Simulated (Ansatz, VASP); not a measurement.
CsNbCl2: VASP beside Ansatz

```xyz
8
Lattice="5.1452 0.0000 0.0000 -2.5726 4.4558 0.0000 0.0000 0.0000 12.8968" Properties=species:S:1:pos:R:3 pbc="T T T"
Cs    0.0000    0.0000    9.9178
Cs    0.0000    0.0000    2.9790
Nb    0.0000    2.9706    0.0000
Nb    2.5726    1.4853    0.0000
Cl    2.5726    0.0000    0.0000
Cl   -1.2863    2.2279    0.0000
Cl    1.2863    2.2279    0.0000
Cl    0.0000    0.0000    6.4484
```

Alike in both runs: task single point; functional PBE; k mesh 6 × 6 × 2; occupations gaussian, width 0.1 eV; collinear spin.

|  | VASP | Ansatz |
| --- | --- | --- |
| version | VASP 6.6.1 | Ansatz 0.2.0 |
| potentials or method | VASP PAW PBE potentials, release 64 (Cs_sv, Nb_sv, Cl), cutoff 520 eV | scalar-relativistic, plane waves, PAW |
| valence electrons in the cell | 72 | 72 |

|  | VASP | Ansatz | Ansatz less VASP |
| --- | --- | --- | --- |
| gap on the k mesh at the Fermi level (eV) | none | none | - |
| rms of the force components (eV/Å) | 0.248 | 0.245 | -0.0030 |
| net moment per atom (μB) | 0.00 | 0.00 | 0.000 |

Atom by atom the forces differ by 0.003 eV/Å (rms over components). A gap of «none» marks a metal or a gap that the smearing closes. With one functional, cell and mesh, what is left measures potentials, basis and numerics. Ansatz's warnings: no starting moments.

Spin-orbit coupling is off throughout.
